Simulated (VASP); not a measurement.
Input of a VASP 6.6.1 run:

INCAR

```
PREC = Accurate ; ENCUT = 520
EDIFF = 1E-6 ; ISMEAR = 0
SIGMA = 0.02 ; LREAL = F
LASPH = T ; NELM = 60
ALGO = Normal ; ISIF = 2
LWAVE = F ; LCHARG = F
GGA = PE ; NBANDS = 36
```

The input KPOINTS:

```
Automatic mesh
0
Gamma
  6 6 4
```

POSCAR

```
Zn2CdTe3
1.0
    4.2718614187      0.0000000000      0.0000000000
   -2.1359307094      3.6995405100      0.0000000000
    0.0000000000      0.0000000000     10.5869278240
Zn Cd Te
2 1 3
Direct
    0.3333333333      0.6666666667      0.6606111570
    0.6666666667      0.3333333333      0.3423586154
    0.0000000000      0.0000000000      0.9933567436
    0.0000000000      0.0000000000      0.7362201919
    0.3333333333      0.6666666667      0.4173961103
    0.6666666667      0.3333333333      0.1000571819
```

Potentials or basis: VASP PAW PBE potentials, release 64 (Zn, Cd, Te).

Launch:

```sh
$ cat potpaw_PBE.64/Zn/POTCAR potpaw_PBE.64/Cd/POTCAR potpaw_PBE.64/Te/POTCAR > POTCAR
$ mpirun -np 1 vasp_std > vasp.out
```

(1) Predict the pressure.

(2) Predict the band gap on the k mesh.

(3) What does it give for the largest force?

Results:

(1) 7.0 GPa.

(2) 1.14 eV.

(3) 0.011 eV/Å.

Caveat: the cell stands under pressure; spin-orbit coupling is left out, which moves the levels of the heavy elements.
